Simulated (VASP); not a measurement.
A run of VASP 6.6.1 is set up as follows.

INCAR

```
ALGO     = Normal         # electronic algorithm
EDIFF    = 1E-7           # SCF threshold, eV
EDIFFG   = -0.005         # ionic threshold
ENCUT    = 600            # plane-wave cutoff, eV
GGA      = PE             # functional
IBRION   = 2              # ionic algorithm
ISIF     = 3              # what is computed and relaxed
ISMEAR   = -1             # smearing method
LASPH    = True           # aspherical terms in the spheres
LCHARG   = False          # write CHGCAR
LREAL    = False          # projectors in reciprocal space
LWAVE    = False          # write WAVECAR
NELM     = 80             # most SCF steps
NSW      = 32             # ionic steps
PREC     = Accurate       # precision mode
PSTRESS  = 3700.0       
SIGMA    = 0.1            # smearing width, eV
```

File KPOINTS:

```
k-points
0
Gamma
  14 14 14
```

Contents of POSCAR:

```
Sb
1.0
    0.0000000000      2.4110032402      2.4110032402
    2.4110032402      0.0000000000      2.4110032402
    2.4110032402      2.4110032402      0.0000000000
Sb
2
Direct
   -0.1250000000     -0.1250000000     -0.1250000000
    0.1250000000      0.1250000000      0.1250000000
```

Potentials or basis: VASP PAW PBE potentials, release 64 (Sb).

Command:

```console
$ cat potpaw_PBE.64/Sb/POTCAR > POTCAR
$ mpirun -np 1 vasp_std > vasp.out
```

Problem. What does it give for the relaxed volume?

Solution. 13.89 Å³/atom.

Problem. What does it give for the relaxed cell?

Solution. a = 3.400 Å, b = 3.400 Å, c = 3.400 Å, α = 60.00°, β = 60.00°, γ = 60.00°.

Problem. Estimate the space group after relaxing (to 0.1 Å).

Solution. Fd-3m (No. 227).

Problem. What does it give for the band gap on the k mesh?

Solution. Zero (bands 5 and 6 overlap by 4.28 eV).

Step by step:
```tsv
step	energy change (eV)	largest force (eV/Å)	pressure (GPa)	volume (Å³)
1	0.0000	0.0000	360.17	28.03
2	9.1042	0.0000	524.61	24.69
3	0.5288	0.0000	369.31	27.80
4	0.5663	0.0000	369.96	27.78
```

Caveat: the cell is relaxed towards a set pressure, so the run minimises the enthalpy, not the energy; spin-orbit coupling is left out, which moves the levels of the heavy elements.
